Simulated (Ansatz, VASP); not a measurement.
# SiB6 in VASP and in Ansatz

Contents of INCAR:

```
SYSTEM = SiB6
PREC = Accurate
ENCUT = 600
EDIFF = 1E-6
ISMEAR = 0
SIGMA = 0.1
LREAL = .False.
LASPH = .True.
NELM = 60
ALGO = Normal
ISIF = 3
LWAVE = .False.
LCHARG = .False.
GGA = PE
IBRION = 2
NSW = 90
EDIFFG = -0.04
```

KPOINTS

```
Automatic mesh
0
Gamma
  6 6 4
  0 0 0
```

File POSCAR:

```
SiB6
1.0
    3.4286230100      0.0000000000      0.0000000000
   -1.7143115000      2.9692746200      0.0000000000
    0.0000000000      0.0000000000      6.8467835000
Si B
1 6
Direct
    0.0000000000      0.0000000000      0.3490669600
    0.5000000000      0.0000000000      0.3320072600
    0.0000000000      0.5000000000      0.3320072600
    0.5000000000      0.5000000000      0.3320072600
    0.3333333300      0.6666666700      0.6495560700
    0.6666666700      0.3333333300      0.6495560700
    0.0000000000      0.0000000000      0.9406633900
```

Input for Ansatz:

```yaml
crystal:
  lattice:
    - [3.42862301, 0.0, 0.0]
    - [-1.7143115, 2.96927462, 0.0]
    - [0.0, 0.0, 6.8467835]
  atoms:
    - { symbol: Si, position: [0.0, 0.0, 0.34906696] }
    - { symbol: B, position: [0.5, 0.0, 0.33200726] }
    - { symbol: B, position: [0.0, 0.5, 0.33200726] }
    - { symbol: B, position: [0.5, 0.5, 0.33200726] }
    - { symbol: B, position: [0.33333333, 0.66666667, 0.64955607] }
    - { symbol: B, position: [0.66666667, 0.33333333, 0.64955607] }
    - { symbol: B, position: [0.0, 0.0, 0.94066339] }
basis:
  ecutwfc: 420
kpoints:
  mp_grid: { grid: [6, 6, 4] }
hamiltonian:
  xc: pbe
scf:
  occupations: { method: gaussian, width: 0.1 }
  lower_state_search: "off"
output:
  forces: true
  stress: true
  eigenvalues: true
relax:
  adjacent_minimum: "off"
  f_tol: 0.04
  max_steps: 70
  cell: { stress_tol: 0.4 }
```

Alike in both runs: task relaxation of cell and atoms; functional PBE; k mesh 6 × 6 × 4; occupations gaussian, width 0.1 eV; no spin polarisation.

```csv
,VASP,Ansatz
version,VASP 6.6.1,Ansatz 0.2.0
potentials or method,"VASP PAW PBE potentials, release 64 (Si, B), cutoff 600 eV","scalar-relativistic, plane waves, PAW"
valence electrons in the cell,22,22
```

|  | VASP | Ansatz | Ansatz less VASP |
| --- | --- | --- | --- |
| gap on the k mesh at the Fermi level, each at its own relaxed structure (eV) | none | none | - |
| relaxed volume (Å³/atom) | 9.44 | 9.44 | +0.002 |
| relaxed cell length with the largest relative difference (Å) | 3.237 | 3.237 | +0.0006 |

A gap of «none» marks a metal or a gap that the smearing closes.
